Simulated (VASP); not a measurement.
A run of VASP 6.6.1:

The input INCAR:

```
ALGO = Normal
EDIFF = 1E-6
ENCUT = 520
GGA = PE
ISIF = 2
ISMEAR = 0
IVDW = 12
LASPH = True
LCHARG = False
LREAL = False
LWAVE = False
NBANDS = 11
NELM = 100
PREC = Accurate
SIGMA = 0.1
```

Contents of KPOINTS:

```
k-points
0
Gamma
  24 24 14
```

Contents of POSCAR:

```
C
1.0
    2.4647381471      0.0000000000      0.0000000000
   -1.2323690736      2.1345258491      0.0000000000
    0.0000000000      0.0000000000      3.4604035952
C
2
Direct
    0.3333333333      0.6666666667      0.0000000000
    0.6666666667      0.3333333333      0.0000000000
```

Potentials or basis: VASP PAW PBE potentials, release 64 (C).

Launch:

```console
$ cat potpaw_PBE.64/C/POTCAR > POTCAR
$ mpirun -np 1 vasp_std > vasp.out
```

Hardware: 1 thread of Intel Xeon 8259CL, with other jobs on the host.

Task: Estimate the wall time of this run.

Result: Run time: 80 s on 1 thread of Intel Xeon 8259CL, on a shared host, peak memory 0.19 GiB. Counts: scf iterations 11, k points 488.
